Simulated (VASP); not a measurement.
Wanted: the native input for a VASP 6.6.1 run.

- Task: single point
- Functional: PBE
- Potentials or basis: VASP PAW PBE potentials, release 64 (Cs_sv, Pb_d, Br)
- Cutoff: 520 eV
- k mesh: 6 × 6 × 6
- Occupations: gaussian, width 0.02 eV
- Spin: no spin polarisation
- Dipole correction: no
- Further INCAR settings: ALGO = Normal; EDIFF = 1e-06; NBANDS = 30

The structure of CsPbBr3 lies in POSCAR:

```
CsPbBr3
1.0
    5.8520860413      0.0000000000      0.0000000000
    0.0000000000      5.8520860413      0.0000000000
    0.0000000000      0.0000000000      5.8520860413
Cs Pb Br
1 1 3
Direct
    0.0000000000      0.0000000000      0.0000000000
    0.5000000000      0.5000000000      0.5000000000
    0.0000000000      0.5000000000      0.5000000000
    0.5000000000      0.0000000000      0.5000000000
    0.5000000000      0.5000000000      0.0000000000
```

One way to write it, as run:

INCAR

```
SYSTEM = CsPbBr3
PREC     = Accurate       ! precision mode
ENCUT    = 520            ! plane-wave cutoff, eV
EDIFF    = 1E-6           ! SCF threshold, eV
ISMEAR   = 0              ! smearing method
SIGMA    = 0.02           ! smearing width, eV
LREAL    = .FALSE.        ! projectors in reciprocal space
LASPH    = .TRUE.         ! aspherical terms in the spheres
NELM     = 60             ! most SCF steps
ALGO     = Normal         ! electronic algorithm
ISIF     = 2              ! what is computed and relaxed
LWAVE    = .FALSE.        ! write WAVECAR
LCHARG   = .FALSE.        ! write CHGCAR
GGA      = PE             ! functional
NBANDS   = 30             ! bands
```

KPOINTS

```
Automatic mesh
0
G
  6 6 6
  0 0 0
```

Potentials or basis: VASP PAW PBE potentials, release 64 (Cs_sv, Pb_d, Br).

Launch:

```bash
$ cat potpaw_PBE.64/Cs_sv/POTCAR potpaw_PBE.64/Pb_d/POTCAR potpaw_PBE.64/Br/POTCAR > POTCAR
$ mpirun -np 1 vasp_std > vasp.out
```

It gave:

| Item | Value |
| --- | --- |
| Pressure | 1.7 GPa |
| Band gap on the k mesh | 1.50 eV |

Caveat: spin-orbit coupling is left out, which moves the levels of the heavy elements.

It took 95 s on 1 thread of Oxide Virtual Turin-like Processor, with other jobs on the host, peak memory 0.35 GiB.
